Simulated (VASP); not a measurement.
Write the native input for VASP 6.6.1 that does the following.

* Task: single point
* Functional: LDA
* Potentials or basis: VASP PAW LDA potentials, release 64 (C)
* Cutoff: 520 eV
* k mesh: 10 × 10 × 10
* Occupations: gaussian, width 0.1 eV
* Spin: no spin polarisation
* Dipole correction: no
* Further INCAR settings: ALGO = Normal; EDIFF = 1e-06; NBANDS = 11

The structure of C lies in POSCAR:

```
C
1.0
    0.0000000000      1.7654839623      1.7654839623
    1.7654839623      0.0000000000      1.7654839623
    1.7654839623      1.7654839623      0.0000000000
C
2
Direct
    0.5000000000      0.5000000000      0.5000000000
    0.7500000000      0.7500000000      0.7500000000
```

The input as run:

INCAR

```
PREC = Accurate
ENCUT = 520
EDIFF = 1E-6
ISMEAR = 0
SIGMA = 0.1
LREAL = F
LASPH = T
NELM = 60
ALGO = Normal
ISIF = 2
LWAVE = F
LCHARG = T
GGA = CA
LELF = T
LVHAR = T
NBANDS = 11
```

KPOINTS

```
Automatic mesh
0
Gamma
  10 10 10
```

Potentials or basis: VASP PAW LDA potentials, release 64 (C).

Launch:

```bash
$ cat potpaw_LDA.64/C/POTCAR > POTCAR
$ mpirun -np 1 vasp_std > vasp.out
```

It gave:

| Quantity | Value |
| --- | --- |
| Pressure | 1.9 GPa |
| Band gap on the k mesh | 4.20 eV, indirect (least direct gap 5.63 eV) |

Wall time 8.8 s on 1 thread of AMD EPYC 7R13, on a shared host, peak memory 0.08 GiB.
